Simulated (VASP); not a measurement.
YTl, 2 atoms in the cell. It takes space group Pm-3m (No. 221, cubic). The conventional cell has a = 3.763 Å, b = 3.763 Å, c = 3.763 Å, α = 90.00°, β = 90.00°, γ = 90.00°. Y (site symmetry m-3m) has 8 Tl at 3.26 Å and 6 Y at 3.76 Å within 4.3 Å. Tl (site symmetry m-3m) has 8 Y at 3.26 Å and 6 Tl at 3.76 Å within 4.3 Å. 

| Item | Value |
| --- | --- |
| Program | VASP 6.6.1 |
| Task | electric field gradients |
| Functional | LDA |
| Potentials or basis | VASP PAW LDA potentials, release 64 (Y_sv, Tl_d) |
| Cutoff | 520 eV |
| k mesh | 11 × 11 × 11 |
| Occupations | fermi-dirac, width 0.08 eV |
| Spin | no spin polarisation |
| Dipole correction | no |
| Further INCAR settings | ALGO = Normal; EDIFF = 1e-08; NBANDS = 19 |

Potentials or basis: VASP PAW LDA potentials, release 64 (Y_sv, Tl_d).

Run with:

```console
$ cat potpaw_LDA.64/Y_sv/POTCAR potpaw_LDA.64/Tl_d/POTCAR > POTCAR
$ mpirun -np 1 vasp_std > vasp.out
```

Hardware: 1 thread of Intel(R) Xeon(R) 6975P-C (Granite Rapids), with other jobs on the host.

Problem. Estimate the wall time of this run.

Solution. Run time: 17 s on 1 thread of Intel(R) Xeon(R) 6975P-C (Granite Rapids) (shared host), peak memory 0.19 GiB. Counts: scf iterations 13, k points 56.
